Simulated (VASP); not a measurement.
Runs of VASP 6.6.1 on GaN. The structure is that of space group Fd-3m (No. 227), or close to it. The cells are those of the table. The cell was built from a structure type or drawn by symmetry, and may not be a known phase.

| task | spin | cell | k mesh | cutoff (eV) | gap on the mesh (eV) | pressure (GPa) | moment (μB) | relaxed volume (Å³/atom) |
| --- | --- | --- | --- | --- | --- | --- | --- | --- |
| relaxation of cell and atoms | off | relaxed from a = 4.071 Å, angles 60.0°, 4 atoms | 14 × 14 × 14 | 600 | none | 0.0 | - | 11.88 |
| relaxation of cell and atoms | collinear, ferromagnetic start | relaxed from a = 4.553 Å, angles 60.0°, 4 atoms | 6 × 6 × 6 | 600 | none | 0.2 | 0.00 | 11.93 |
| single point | off | a = 4.065 Å, angles 60.0°, 4 atoms | 14 × 14 × 14 | 520 | none | 0.2 | - | - |
| single point | collinear, ferromagnetic start | a = 4.071 Å, angles 60.0°, 4 atoms | 6 × 6 × 6 | 520 | none | 0.2 | (a) | - |

Alike in all rows: level PBE; potentials or basis VASP PAW PBE potentials, release 64 (Ga_d, N); smearing gaussian 0.1 eV.

Q: Fill in the values left out.

A: (a) 0.27.

Caveats: the volume moved by over 15 % at a fixed basis, so the end points are rough (at least some runs).

A k mesh can miss the band edges, and the runs leave out spin-orbit coupling on Ga.

A gap of «none» marks levels without a gap at the run's occupations.
